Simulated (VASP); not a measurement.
# Si (P1) in VASP: single point with r2SCAN

Aim: the single point of Si with r2SCAN.

Everything below comes from runs of VASP 6.6.1. Logs are shortened: lines on timing, memory, paths and dates and some standing lists are left out, and cuts for length are marked.

## Step 1: The cell of the first run

The typed cell holds 4 atoms: a = 5.164 Å, b = 4.931 Å, c = 5.107 Å, α = 94.61°, β = 99.53°, γ = 135.50°.

## Step 2: Single point, r2SCAN (atoms moved at random and the cell strained at random)

The input, POSCAR:

```
Si
1.0
   -3.3557742157      3.3366042567      2.0676567428
    3.3364873782     -3.1765964276      1.7575033549
    3.4703972367      3.2912194487     -1.7908667455
Si
4
Direct
    0.1723813191      0.1693163252      0.3514430683
    0.8191603714      0.8290139222      0.6502965007
    0.1927539054      0.8277050113      0.0016506158
    0.8157044041      0.1739647413     -0.0033901848
```

The input, INCAR.step1:

```
SYSTEM = Si
PREC     = Accurate       ! precision mode
ENCUT    = 520            ! plane-wave cutoff, eV
ISMEAR   = 0              ! smearing method
SIGMA    = 0.03           ! smearing width, eV
LREAL    = .False.        ! projectors in reciprocal space
LASPH    = .True.         ! aspherical terms in the spheres
NELM     = 100            ! most SCF steps
NBANDS   = 16             ! bands
GGA      = PE             ! functional
ALGO     = Normal         ! electronic algorithm
EDIFF    = 1E-4           ! SCF threshold, eV
LWAVE    = .True.         ! write WAVECAR
LCHARG   = .False.        ! write CHGCAR
```

The input, INCAR.step2:

```
SYSTEM = Si
PREC     = Accurate       ! precision mode
ENCUT    = 520            ! plane-wave cutoff, eV
EDIFF    = 1E-6           ! SCF threshold, eV
ISMEAR   = 0              ! smearing method
SIGMA    = 0.03           ! smearing width, eV
LREAL    = .False.        ! projectors in reciprocal space
LASPH    = .True.         ! aspherical terms in the spheres
NELM     = 100            ! most SCF steps
ALGO     = Normal         ! electronic algorithm
ISIF     = 2              ! what is computed and relaxed
LWAVE    = .False.        ! write WAVECAR
LCHARG   = .True.         ! write CHGCAR
METAGGA  = R2SCAN         ! meta-GGA
LMIXTAU  = .True.       
LELF     = .True.         ! ELF
LVHAR    = .True.       
NBANDS   = 16             ! bands
ISTART   = 1
```

The input, KPOINTS:

```
Automatic mesh
0
Gamma
  10 10 10
  0 0 0
```

Potentials or basis: VASP PAW PBE potentials, release 64 (Si).

Run with:

```
$ cat potpaw_PBE.64/Si/POTCAR > POTCAR
$ cp INCAR.step1 INCAR
$ mpirun -np 1 vasp_std > vasp.out
$ cp INCAR.step2 INCAR
$ mpirun -np 1 vasp_std > vasp.out
```

OUTCAR:

```text
SYSTEM = Si
   PREC = Accurate
   ENCUT = 520
   EDIFF = 1E-6
   ISMEAR = 0
   LREAL = .False.
   LASPH = .True.
   NELM = 100
   ISIF = 2
   METAGGA = R2SCAN
   ISTART = 1

 ion  position               nearest neighbor table
   1  0.172  0.169  0.351-   2 2.33   4 2.37   3 2.42   2 2.47
   2  0.819  0.829  0.650-   1 2.33   4 2.36   3 2.41   1 2.47
   3  0.193  0.828  0.002-   4 2.28   4 2.34   2 2.41   1 2.42
   4  0.816  0.174  0.997-   3 2.28   3 2.34   2 2.36   1 2.37

  LATTYP: Found a triclinic cell.
 ALAT       =     3.8285538080
 B/A-ratio  =     1.9950703847
 C/A-ratio  =     2.0320355851
 COS(alpha) =     0.0066654336
 COS(beta)  =     0.4840407764
 COS(gamma) =     0.7921635126

  Lattice vectors:

 A1 = (   0.0192868375,  -0.1600078291,  -3.8251600977)
 A2 = (   3.3750610532,  -3.4966120858,  -5.8928168405)
 A3 = (  -6.7875977774,  -0.2746308502,  -3.7917967071)

Analysis of symmetry for initial positions (statically):
=====================================================================
 Subroutine PRICEL returns:
 Original cell was already a primitive cell.

 Routine SETGRP: Setting up the symmetry group for a
 triclinic supercell.

 Subroutine GETGRP returns: Found  1 space group operations
 (whereof  1 operations were pure point group operations)
 out of a pool of  2 trial point group operations.

The static configuration has the point symmetry C_1 .

Analysis of symmetry for dynamics (positions and initial velocities):
=====================================================================
 Subroutine PRICEL returns:
 Original cell was already a primitive cell.

 Routine SETGRP: Setting up the symmetry group for a
 triclinic supercell.

 Subroutine GETGRP returns: Found  1 space group operations
 (whereof  1 operations were pure point group operations)
 out of a pool of  2 trial point group operations.

The dynamic configuration has the point symmetry C_1 .

 Subroutine INISYM returns: Found  1 space group operations
 (whereof  1 operations are pure point group operations),
 and found     1 'primitive' translations

----------------------------------------------------------------------------------------

                                     Primitive cell

  volume of cell :      86.1071

  direct lattice vectors                    reciprocal lattice vectors
    -3.355774216  3.336604257  2.067656743    -0.001108716  0.140225792  0.255555681
     3.336487378 -3.176596428  1.757503355     0.148425888 -0.013539482  0.262741706
     3.470397237  3.291219449 -1.790866746     0.144380676  0.148611347 -0.005488485

  length of vectors
     5.164237887  4.930692744  5.107150491     0.291501643  0.302070796  0.207270923

  position of ions in fractional coordinates (direct lattice)
     0.172381319  0.169316325  0.351443068
     0.819160371  0.829013922  0.650296501
     0.192753905  0.827705011  0.001650616
     0.815704404  0.173964741  0.996609815

  ion indices of the primitive-cell ions
   primitive index   ion index
                 1           1
                 2           2
                 3           3
                 4           4

----------------------------------------------------------------------------------------

 KPOINTS: Automatic mesh

Automatic generation of k-mesh.
 Grid dimensions read from file:
 generate k-points for:   10   10   10

 Generating k-lattice:

  Cartesian coordinates                     Fractional coordinates (reciprocal lattice)
    -0.000110872  0.014022579  0.025555568     0.100000000  0.000000000 -0.000000000
     0.014842589 -0.001353948  0.026274171     0.000000000  0.100000000 -0.000000000
     0.014438068  0.014861135 -0.000548848     0.000000000 -0.000000000  0.100000000

  Length of vectors
     0.029150164  0.030207080  0.020727092

  Shift w.r.t. Gamma in fractional coordinates (k-lattice)
     0.000000000  0.000000000  0.000000000

 Subroutine IBZKPT returns following result:
 ===========================================

 Found    504 irreducible k-points:

 Following reciprocal coordinates:
            Coordinates               Weight
  0.000000  0.000000  0.000000      1.000000
  0.100000 -0.000000 -0.000000      2.000000
  0.200000 -0.000000 -0.000000      2.000000
  0.300000  0.000000 -0.000000      2.000000
  0.400000 -0.000000 -0.000000      2.000000
  0.500000 -0.000000 -0.000000      1.000000
[... 16 lines left out ...]
 -0.400000  0.200000  0.000000      2.000000
 -0.300000  0.200000  0.000000      2.000000
 [... further k-points ...]
   k-points           NKPTS =    504   k-points in BZ     NKDIM =    504   number of bands    NBANDS=     16
   number of dos      NEDOS =    301   number of ions     NIONS =      4
   total plane-waves  NPLWV =  64000
   dimension x,y,z NGX =    40 NGY =   40 NGZ =   40
   dimension x,y,z NGXF=    80 NGYF=   80 NGZF=   80
   ions per type =               4
   NGX,Y,Z   is equivalent  to a cutoff of  12.88, 13.49, 13.02 a.u.
   NGXF,Y,Z  is equivalent  to a cutoff of  25.75, 26.97, 26.04 a.u.
 SYSTEM =  Si
   PREC   = accura    normal or accurate (medium, high low for compatibility)
   ISTART =      1    job   : 0-new  1-cont  2-samecut
   ICHARG =      0    charge: 1-file 2-atom 10-const
   ISPIN  =      1    spin polarized calculation?
   LNONCOLLINEAR =      F non collinear calculations
   LSORBIT =      F    spin-orbit coupling
   LASPH  =      T    aspherical Exc in radial PAW
   ENCUT  =  520.0 eV  38.22 Ry    6.18 a.u.   9.60  9.17  9.50*2*pi/ulx,y,z
   NELM   =    100;   NELMIN=  2; NELMDL=  0     # of ELM steps
   EDIFF  = 0.1E-05   stopping-criterion for ELM
   LREAL  =      F    real-space projection
   EDIFFG = 0.1E-04   stopping-criterion for IOM
   NSW    =      0    number of steps for IOM
   IBRION =     -1    ionic relax: 0-MD 1-quasi-New 2-CG
   NFREE  =      0    steps in history (QN), initial steepest desc. (CG)
   ISIF   =      2    stress and relaxation
   ISYM   =      2    0-nonsym 1-usesym 2-fastsym
   POTIM  = 0.5000    time-step for ionic-motion
   TEBEG  =    0.0;   TEEND  =   0.0 temperature during run
   PSTRESS=    0.0 pullay stress
   NELECT =      16.0000    total number of electrons
   NUPDOWN=      -1.0000    fix difference up-down
   EMIN   =  10.00;   EMAX   =-10.00  energy-range for DOS
   EFERMI =   0.00;   METHOD = LEGACY
   ISMEAR =     0;   SIGMA  =   0.03  broadening in eV -4-tet -1-fermi 0-gaus
   EFERMI_NEDOS =   21; number of points for ismear=-14 and -15
   IALGO  =     38    algorithm
   IMIX   =      4    mixing-type and parameters
     AMIX     =   0.40;   BMIX     =  1.00
     AMIX_MAG =   1.60;   BMIX_MAG =  1.00
  volume/ion in A,a.u.               =      21.53       145.27
  Fermi-wavevector in a.u.,A,eV,Ry     =   0.934190  1.765363 11.873949  0.872711
  Thomas-Fermi vector in A             =   2.060969
   LORBIT       =      0    0 simple, 1 ext, 2 COOP (PROOUT), +10 PAW based schemes
   METAGGA = R2SCAN    functional components
   LHFCALC =     F    Hartree Fock is set to
   AEXX    =    0.0000 exact exchange contribution
   IVDW    =     0    specifies the selected vdW correction
   LEPSILON=     F    determine dielectric tensor
   LRPA    =     F    only Hartree local field effects (RPA)
 non-spin polarized calculation
 Gauss-broadening in eV      SIGMA  =   0.03
  energy-cutoff  :      520.00
  volume of cell :       86.11
 maximum number of plane-waves:      2338
   NGX = 19   NGY = 19   NGZ = 19

 number of electron      16.0000000 magnetization

 Free energy of the ion-electron system (eV)
  ---------------------------------------------------
  ext. energy  EPLUGINS =         0.00000000
  ---------------------------------------------------
  free energy    TOTEN  =       -34.43354784 eV

  energy without entropy =      -34.43352349  energy(sigma->0) =      -34.43353567

 E-fermi :   5.5940     XC(G=0):  -9.4878

 val. band max:        5.5740866430   @ k =   0.5000   0.5000   0.5000
 cond. band min:       5.6228438721   @ k =   0.3000   0.2000   0.2000
 fundamental gap:      0.0487572290
 Fermi energy:         5.5939950756

 k-point     1 :       0.0000    0.0000    0.0000
  band No.  band energies     occupation
      1      -7.3104      2.00000
      2      -2.9258      2.00000
      3      -0.7286      2.00000
      4      -0.3844      2.00000
      5       1.3329      2.00000
      6       3.4412      2.00000
[... 8 lines left out ...]
     15      11.3283      0.00000
     16      12.7640      0.00000

 k-point     2 :       0.1000   -0.0000   -0.0000
  band No.  band energies     occupation
      1      -7.2014      2.00000
      2      -2.9184      2.00000
      3      -0.7808      2.00000
      4      -0.3385      2.00000
      5       1.4346      2.00000
      6       2.8495      2.00000
[... 8 lines left out ...]
     15      10.8964      0.00000
     16      13.2648      0.00000

 k-point     3 :       0.2000   -0.0000   -0.0000
  band No.  band energies     occupation
      1      -6.8807      2.00000
      2      -2.8612      2.00000
      3      -1.1561      2.00000
      4      -0.1636      2.00000
      5       1.6343      2.00000
      6       1.8705      2.00000
[... 8 lines left out ...]
     15      10.8428      0.00000
     16      11.6401      0.00000

 k-point     4 :       0.3000    0.0000   -0.0000
  band No.  band energies     occupation
      1      -6.3739      2.00000
      2      -2.7043      2.00000
      3      -1.8961      2.00000
      4      -0.3215      2.00000
      5       1.2035      2.00000
      6       1.7642      2.00000
[... 8 lines left out ...]
     15      11.9933      0.00000
     16      12.4023      0.00000

 k-point     5 :       0.4000   -0.0000   -0.0000
  band No.  band energies     occupation
      1      -5.7680      2.00000
      2      -2.8468      2.00000
      3      -2.3690      2.00000
      4      -0.8516      2.00000
      5       0.9305      2.00000
      6       1.7640      2.00000
[... 8 lines left out ...]
     15      11.1970      0.00000
     16      13.3142      0.00000

 k-point     6 :       0.5000   -0.0000   -0.0000
  band No.  band energies     occupation
      1      -5.4100      2.00000
      2      -3.3071      2.00000
      3      -2.1806      2.00000
      4      -1.1857      2.00000
      5       0.8758      2.00000
      6       1.7395      2.00000
[... 8 lines left out ...]
     15      10.9097      0.00000
     16      12.9765      0.00000
[... 267 lines left out ...]
 k-point    21 :       0.4000    0.2000    0.0000
  band No.  band energies     occupation
      1      -5.3516      2.00000
      2      -3.6129      2.00000
      3      -2.5735      2.00000
      4      -0.5950      2.00000
      5       0.6419      2.00000
      6       2.6340      2.00000
[... 8 lines left out ...]
     15      12.3475      0.00000
     16      13.8990      0.00000

 k-point    22 :       0.5000    0.2000    0.0000
  band No.  band energies     occupation
      1      -5.8825      2.00000
      2      -3.8581      2.00000
      3      -2.0393      2.00000
      4       0.0450      2.00000
      5       0.8125      2.00000
      6       2.4645      2.00000
[... 8 lines left out ...]
     15      11.8819      0.00000
     16      12.2408      0.00000

 k-point    23 :      -0.4000    0.2000    0.0000
  band No.  band energies     occupation
      1      -6.4470      2.00000
      2      -3.9798      2.00000
      3      -1.3991      2.00000
      4       0.3378      2.00000
      5       1.4354      2.00000
      6       2.5217      2.00000
[... 8 lines left out ...]
     15      11.3485      0.00000
     16      11.5677      0.00000

 k-point    24 :      -0.3000    0.2000    0.0000
  band No.  band energies     occupation
      1      -6.8584      2.00000
      2      -3.9371      2.00000
      3      -0.9246      2.00000
      4       0.0294      2.00000
      5       2.4593      2.00000
      6       2.7467      2.00000
[... 8 lines left out ...]
     15      11.6005      0.00000
     16      11.8409      0.00000

 [... further k-points ...]

------------------------ aborting loop because EDIFF is reached ----------------------------------------

  FORCE on cell =-STRESS in cart. coord.  units (eV):
  Direction    XX          YY          ZZ          XY          YZ          ZX
  --------------------------------------------------------------------------------------
  -------------------------------------------------------------------------------------
  Total       -1.3187077     -0.4889643      0.2511443     -1.0252333     -2.6632227      0.0515169
  in kB      -24.5369214     -9.0980583      4.6729905    -19.0763040    -49.5540334      0.9585645
  external PRESSURE =      -9.6539964 kB  Pullay stress =       0.0000000 kB

 VOLUME and BASIS-vectors are now :
 -----------------------------------------------------------------------------
  energy-cutoff  :      520.00
  volume of cell :       86.11
      direct lattice vectors                 reciprocal lattice vectors
    -3.355774216  3.336604257  2.067656743    -0.001108716  0.140225792  0.255555681
     3.336487378 -3.176596428  1.757503355     0.148425888 -0.013539482  0.262741706
     3.470397237  3.291219449 -1.790866746     0.144380676  0.148611347 -0.005488485

 POSITION                                       TOTAL-FORCE (eV/Angst)
 -----------------------------------------------------------------------------------
      1.20610      1.19399      0.02461         0.271317      0.401484      0.511367
      2.27386      2.24004      1.98614        -0.723536     -0.120809     -0.439336
      2.12052     -1.98071      1.85029         0.618047     -0.596250      0.045841
      1.30174      5.44913      0.20754        -0.165828      0.315574     -0.117872
 -----------------------------------------------------------------------------------
    total drift:                               -0.000083      0.000056     -0.000021

  FREE ENERGIE OF THE ION-ELECTRON SYSTEM (eV)
  ---------------------------------------------------
  free  energy   TOTEN  =       -34.4335478434 eV

  energy  without entropy=      -34.4335234946  energy(sigma->0) =      -34.43353567
```

It took 60 min on 1 thread of Oxide Virtual Turin-like, shared host; peak memory 0.58 GiB.

What came out:

* Free energy: -34.4335 eV
* Pressure: -1.0 GPa
* Largest force: 0.860 eV/Å
* Band gap on the k mesh: 0.05 eV (least direct gap 0.47 eV)

Forces on the atoms (eV/Å):
```
Si   0.271  0.401  0.511
Si  -0.724 -0.121 -0.439
Si   0.618 -0.596  0.046
Si  -0.166  0.316 -0.118
```

Stress tensor (GPa, compression positive):
```
-2.45 -1.91  0.10
-1.91 -0.91 -4.96
 0.10 -4.96  0.47
```

Caveat: the cell differs from its parent crystal (atoms moved at random and the cell strained at random); semilocal functionals underestimate gaps, and a narrow one can read as zero; the PAW data sets were made with another functional, which shifts forces and pressure a little.
